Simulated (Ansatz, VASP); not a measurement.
**Se: VASP beside Ansatz**

The input INCAR:

```
PREC = Accurate
ENCUT = 520
EDIFF = 1E-6
ISMEAR = -1
SIGMA = 0.1
LREAL = False
LASPH = True
NELM = 80
ALGO = Normal
ISIF = 2
LWAVE = False
LCHARG = False
GGA = RP
NBANDS = 16
```

KPOINTS

```
Automatic mesh
0
Gamma
  9 9 10
```

The input POSCAR:

```
Se
1.0
    4.8910351874      0.0000000000      0.0000000000
   -2.4455175937      4.2357607231      0.0000000000
    0.0000000000      0.0000000000      3.5890788970
Se
3
Direct
    1.0000000000      0.0000000000      0.0000000000
    0.3333333333      0.6666666667      0.5000000000
    0.6666666667      0.3333333333      0.5000000000
```

Input for Ansatz:

```yaml
crystal:
  lattice:
    - [4.8910351874, 0.0, 0.0]
    - [-2.4455175937, 4.2357607231, 0.0]
    - [0.0, 0.0, 3.589078897]
  atoms:
    - { symbol: Se, position: [1.0, 0.0, 0.0] }
    - { symbol: Se, position: [0.3333333333, 0.6666666667, 0.5] }
    - { symbol: Se, position: [0.6666666667, 0.3333333333, 0.5] }
hamiltonian:
  xc: rpbe
  pseudopotentials:
    kind: paw
    azcp:
      Se: "pseudopotentials/Se.paw.azcp"
basis:
  ecutwfc: 420
  fft_grid_basis: typed
kpoints:
  mp_grid: { grid: [9, 9, 10], shift: [0, 0, 0] }
magnetization:
  spin_polarized: false
scf:
  occupations: { method: fermi_dirac, width: 0.1 }
  lower_state_search: "off"
output:
  stress: true
```

Alike in both runs: task single point; functional RPBE; k mesh 9 × 9 × 10; occupations fermi-dirac, width 0.1 eV; no spin polarisation.

|  | VASP | Ansatz |
| --- | --- | --- |
| version | VASP 6.6.1 | Ansatz 0.2.0 |
| potentials or method | VASP PAW PBE potentials, release 64 (Se), cutoff 520 eV | plane waves (420 eV) with PAW, scalar-relativistic |
| valence electrons in the cell | 18 | 48 |

VASP gave:

- pressure (GPa): -5.1
- traceless stress, the component that is largest in VASP (GPa): 2.21

Question: What did Ansatz give for the same quantities?

Answer: Pressure (GPa): -5.0; traceless stress, the component that is largest in VASP (GPa): 2.19.

VASP's potentials were made for PBE, not for RPBE. With one functional, cell and mesh, what is left measures potentials, basis and numerics. VASP's potentials hold 18 valence electrons a cell and Ansatz's 48, so a difference there can come from the potentials and not from the codes.
